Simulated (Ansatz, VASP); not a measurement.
## Two plane-wave programs on HgTe

File INCAR:

```
  ALGO = Normal
  EDIFF = 1E-6
  ENCUT = 520
  GGA = PE
  ISIF = 2
  ISMEAR = 0
  LASPH = True
  LCHARG = True
  LELF = True
  LREAL = False
  LVHAR = True
  LWAVE = False
  NBANDS = 16
  NELM = 60
  PREC = Accurate
  SIGMA = 0.05
```

Contents of KPOINTS:

```
k-points
0
Gamma
  6 6 6
```

File POSCAR:

```
HgTe
1.0
    0.0000000000      3.2145000000      3.3109350000
    3.2145000000      0.0000000000      3.3109350000
    3.2145000000      3.2145000000      0.0000000000
Hg Te
1 1
Direct
    0.0000000000      0.0000000000      0.0000000000
    0.2500000000      0.2500000000      0.2500000000
```

Input for Ansatz:

```yaml
crystal:
  lattice:
    - [0.0, 3.2145, 3.310935]
    - [3.2145, 0.0, 3.310935]
    - [3.2145, 3.2145, 0.0]
  atoms:
    - { symbol: Hg, position: [0.0, 0.0, 0.0] }
    - { symbol: Te, position: [0.25, 0.25, 0.25] }
basis:
  ecutwfc: 520.0
kpoints:
  mp_grid:
    grid: [6, 6, 6]
hamiltonian:
  xc: pbe
  pseudopotentials:
    kind: paw
scf:
  occupations:
    method: gaussian
    width: 0.05
output:
  stress: true
```

Alike in both runs: task single point; functional PBE; k mesh 6 × 6 × 6; occupations gaussian, width 0.05 eV; no spin polarisation.

```csv
,VASP,Ansatz
version,VASP 6.6.1,Ansatz 0.2.0
potentials or method,"VASP PAW PBE potentials, release 64 (Hg, Te), cutoff 520 eV","plane waves, PAW"
valence electrons in the cell,18,36
```

```csv
,VASP,Ansatz,Ansatz less VASP
pressure (GPa),3.1,3.0,-0.07
"traceless stress, the component that is largest in VASP (GPa)",-0.25,-0.25,0.000
```

The functional is the same, so the differences come from potentials, cutoffs and numerics. VASP's potentials hold 18 valence electrons a cell and Ansatz's 36, so a difference there can come from the potentials and not from the codes.

Neither program's run includes spin-orbit coupling.
